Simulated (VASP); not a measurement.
Wanted: the native input for a VASP 6.6.1 run.

| Item | Value |
| --- | --- |
| Task | relaxation of cell and atoms |
| Functional | LDA |
| Potentials or basis | VASP PAW LDA potentials, release 64 (Al, N) |
| Cutoff | 600 eV |
| k mesh | 10 × 10 × 10 |
| Occupations | gaussian, width 0.01 eV |
| Spin | no spin polarisation |
| Target pressure | 7 GPa |
| Dipole correction | no |
| Further INCAR settings | ALGO = Normal; EDIFF = 1e-06; IBRION = 2; EDIFFG = -0.002; NSW = 100; ISIF = 3 |

The structure of AlN lies in POSCAR:

```
AlN
1.0
    0.0000000000      2.1711476922      2.1711476922
    2.1711476922      0.0000000000      2.1711476922
    2.1711476922      2.1711476922      0.0000000000
Al N
1 1
Direct
    0.0000000000      0.0000000000      0.0000000000
    0.2500000000      0.2500000000      0.2500000000
```

These files were run (other wordings do the same):

INCAR

```
SYSTEM = AlN
PREC     = Accurate       ! precision mode
ENCUT    = 600            ! plane-wave cutoff, eV
EDIFF    = 1E-6           ! SCF threshold, eV
ISMEAR   = 0              ! smearing method
SIGMA    = 0.01           ! smearing width, eV
LREAL    = .FALSE.        ! projectors in reciprocal space
LASPH    = .TRUE.         ! aspherical terms in the spheres
NELM     = 60             ! most SCF steps
ALGO     = Normal         ! electronic algorithm
ISIF     = 3              ! what is computed and relaxed
LWAVE    = .FALSE.        ! write WAVECAR
LCHARG   = .FALSE.        ! write CHGCAR
IBRION   = 2              ! ionic algorithm
NSW      = 100            ! ionic steps
EDIFFG   = -0.002         ! ionic threshold
PSTRESS  = 70.0
```

KPOINTS

```
Automatic mesh
0
G
  10 10 10
  0 0 0
```

Potentials or basis: VASP PAW LDA potentials, release 64 (Al, N).

The run is started by

```console
$ cat potpaw_LDA.64/Al/POTCAR potpaw_LDA.64/N/POTCAR > POTCAR
$ mpirun -np 1 vasp_std > vasp.out
```

It gave:

The relaxed volume is 9.95 Å³/atom and the relaxed cell is a = 3.041 Å, b = 3.041 Å, c = 3.041 Å, α = 60.00°, β = 60.00°, γ = 60.00°. The space group after relaxing (to 0.05 Å) is F-43m (No. 216) and the energy change on relaxing (the enthalpy is what falls) is +6.7 meV/atom. The ionic steps are 6, the pressure after relaxing is 7.0 GPa and the band gap on the k mesh is 3.24 eV, indirect (least direct gap 4.65 eV).

Caveat: the cell is relaxed towards a set pressure, so the enthalpy falls and the energy may rise.

Run time: 63 s on 1 thread of AMD EPYC 7R13 (shared host), peak memory 0.11 GiB.
